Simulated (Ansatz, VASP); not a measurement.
# Two plane-wave programs on C

```
C
1.0
     2.56358    0.00000    0.00000
    -1.28179    2.22012    0.00000
     0.00000    0.00000    7.27751
C
4
Direct
  0.00000 0.00000 0.00250
  0.00000 0.00000 0.50250
  0.33333 0.66667 0.00250
  0.66667 0.33333 0.50250
```

Change from the starting cell: strain +0.040 along x and y, +0.080 along z, atoms carried along.

Alike in both runs: task single point; functional PBE; dispersion D3(BJ); k mesh 24 × 24 × 8; occupations gaussian, width 0.15 eV; no spin polarisation.

|  | VASP | Ansatz |
| --- | --- | --- |
| version | VASP 6.6.1 | Ansatz 0.2.0 |
| potentials or method | VASP PAW PBE potentials, release 64 (C), cutoff 520 eV | scalar-relativistic, plane waves, PAW |
| valence electrons in the cell | 16 | 16 |

Ansatz gave:

| Quantity | Value |
| --- | --- |
| gap on the k mesh at the Fermi level (eV) | none |
| pressure (GPa) | -26.3 |
| traceless stress, the component that is largest in VASP (GPa) | 25.08 |

Q: Estimate VASP's values.

A: gap on the k mesh at the Fermi level (eV): none; pressure (GPa): -26.0; traceless stress, the component that is largest in VASP (GPa): 24.70.

A gap of «none» marks a metal or a gap that the smearing closes.
